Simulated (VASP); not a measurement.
## ZnS: relaxation of cell and atoms with PBE

The system is ZnS.

```
Zn S
1.0
     3.31191    0.00000    0.00000
    -1.65595    2.86819    0.00000
     0.00000    0.00000    3.26111
Zn S
1 1
Direct
  0.66667 0.33333 0.00000
  0.00000 0.00000 0.50000
```

- Program: VASP 6.6.1
- Task: relaxation of cell and atoms
- Functional: PBE
- Potentials or basis: VASP PAW PBE potentials, release 64 (Zn, S)
- Cutoff: 500 eV
- k mesh: 6 × 6 × 6
- Occupations: gaussian, width 0.1 eV
- Spin: no spin polarisation
- Dipole correction: no
- Further INCAR settings: ALGO = Normal; EDIFF = 1e-07; IBRION = 2; EDIFFG = -0.04; NSW = 90; ISIF = 3

* Relaxed volume: 17.29 Å³/atom
* Relaxed cell: a = 3.558 Å, b = 3.558 Å, c = 3.154 Å, α = 90.00°, β = 90.00°, γ = 120.00°
* Space group after relaxing (to 0.05 Å): P-6m2 (No. 187)
* Energy gained by relaxing: 89.2 meV/atom
* Ionic steps: 7
* Pressure after relaxing: 0.1 GPa
* Band gap on the k mesh: zero (band 9 reaches 4.34 eV, above the bottom of band 10 at 3.34 eV)

Step by step:
```
step  energy change (eV)  largest force (eV/Å)  pressure (GPa)  volume (Å³)
   1              0.0000                0.0000            9.72        30.98
   2             -0.1304                0.0000           -2.16        35.36
   3             -0.1311                0.0000           -1.47        35.01
   4             -0.1708                0.0000           -0.85        34.87
   5             -0.1783                0.0000           -0.37        34.79
   6             -0.1783                0.0000           -0.35        34.78
   7             -0.1785                0.0000            0.11        34.57
```

Final structure:
```
Zn S
1.0
     3.55766    0.00000    0.00000
    -1.77883    3.08102    0.00000
     0.00000    0.00000    3.15424
Zn S
1 1
Direct
  0.66667 0.33333 0.00000
  0.00000 0.00000 0.50000
```

Levels at points of the mesh, in eV from the Fermi level:
```
           k point  band 6  band 7  band 8  band 9  band 10  band 11  band 12  band 13
(0.00, 0.00, 0.00)   -6.58   -1.04   -1.04   -1.03     0.41     6.23     6.23     6.51
(0.50, 0.00, 0.00)   -6.61   -5.97   -2.55    0.19     2.09     6.73     7.70     8.34
(0.00, 0.00, 0.50)   -6.75   -5.96   -0.21   -0.21     4.65     5.51     7.98     7.98
(0.50, 0.00, 0.50)   -6.45   -4.69   -4.13   -0.83    -0.65     5.12     5.17     7.00
```

Wall time 30 s on 1 thread of Intel Xeon 6975P-C, on a shared host, peak memory 0.15 GiB.

Caveat: the k points lie up to 0.34 Å⁻¹ apart in the final cell.
